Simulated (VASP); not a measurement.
Set up this calculation in VASP 6.6.1, as the native input.

```yaml
Task: single point
Functional: r2SCAN
Potentials_or_basis: VASP PAW PBE potentials, release 64 (Na_pv, H)
Cutoff: 520 eV
k_mesh: 16 × 16 × 16
Occupations: fermi-dirac, width 0.1 eV
Spin: no spin polarisation
Dipole_correction: no
Further_INCAR_settings: ALGO = Normal; EDIFF = 1e-06; NBANDS = 11
```

NaH (zincblende type):

```xyz
2
Lattice="0.0000 2.5070 2.5070 2.5070 0.0000 2.5070 2.5070 2.5070 0.0000" Properties=species:S:1:pos:R:3 pbc="T T T"
Na    0.0000    0.0000    0.0000
H     1.2535    1.2535    1.2535
```

The input as run:

POSCAR

```
NaH
1.0
    0.0000000000      2.5069514948      2.5069514948
    2.5069514948      0.0000000000      2.5069514948
    2.5069514948      2.5069514948      0.0000000000
Na H
1 1
Direct
    0.0000000000      0.0000000000      0.0000000000
    0.2500000000      0.2500000000      0.2500000000
```

INCAR.step1

```
  ALGO = Normal
  EDIFF = 1E-4
  ENCUT = 520
  GGA = PE
  ISMEAR = -1
  LASPH = T
  LCHARG = F
  LREAL = F
  LWAVE = T
  NBANDS = 11
  NELM = 100
  PREC = Accurate
  SIGMA = 0.1
```

INCAR.step2

```
  ALGO = Normal
  EDIFF = 1E-6
  ENCUT = 520
  ISIF = 2
  ISMEAR = -1
  ISTART = 1
  LASPH = T
  LCHARG = F
  LMIXTAU = T
  LREAL = F
  LWAVE = F
  METAGGA = R2SCAN
  NBANDS = 11
  NELM = 100
  PREC = Accurate
  SIGMA = 0.1
```

KPOINTS

```
k-points
0
Gamma
  16 16 16
```

Potentials or basis: VASP PAW PBE potentials, release 64 (Na_pv, H).

Run with:

```sh
$ cat potpaw_PBE.64/Na_pv/POTCAR potpaw_PBE.64/H/POTCAR > POTCAR
$ cp INCAR.step1 INCAR
$ mpirun -np 1 vasp_std > vasp.out
$ cp INCAR.step2 INCAR
$ mpirun -np 1 vasp_std > vasp.out
```

It gave:

```yaml
Pressure: 2.3 GPa
Band_gap_on_the_k_mesh: 4.14 eV (least direct gap 4.91 eV)
```

Caveat: the PAW data sets were made with another functional, which shifts forces and pressure a little.

Wall time 83 s on 1 thread of Intel(R) Xeon(R) 6975P-C (Granite Rapids) (shared host), peak memory 0.18 GiB.
